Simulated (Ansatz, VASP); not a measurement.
## Ga3BAs4 in VASP and in Ansatz

```
CELL_PARAMETERS angstrom
-2.75870 2.75870 5.47556
2.75870 -2.75870 5.47556
2.75870 2.75870 -5.47556
ATOMIC_POSITIONS crystal
Ga 0.00000 0.00000 0.00000
Ga 0.25000 0.75000 0.50000
Ga 0.75000 0.25000 0.50000
B 0.50000 0.50000 0.00000
As 0.60567 0.60567 0.44070
As 0.16496 0.16496 0.55930
As 0.83504 0.39433 0.00000
As 0.39433 0.83504 0.00000
```

Alike in both runs: functional PBE; k mesh 8 × 8 × 8; occupations gaussian, width 0.02 eV; no spin polarisation.

Ansatz relaxed the structure, and its values are those at the end. VASP's run is a single point on that final structure, the one shown.

|  | VASP | Ansatz |
| --- | --- | --- |
| version | VASP 6.6.1 | Ansatz 0.2.0 |
| potentials or method | VASP PAW PBE potentials, release 64 (Ga_d, B, As), cutoff 520 eV | scalar-relativistic, plane waves, PAW |
| valence electrons in the cell | 62 | 102 |

Ansatz gave:

* gap on the k mesh at the Fermi level (eV): 0.66
* least direct gap on the mesh (eV): 0.66
* pressure (GPa): 0.0
* rms of the force components (eV/Å): 0.000

Problem. Estimate VASP's values.

Solution. gap on the k mesh at the Fermi level (eV): 0.66; least direct gap on the mesh (eV): 0.66; pressure (GPa): 0.2; rms of the force components (eV/Å): 0.005.

VASP's potentials hold 62 valence electrons a cell and Ansatz's 102, so a difference there can come from the potentials and not from the codes.
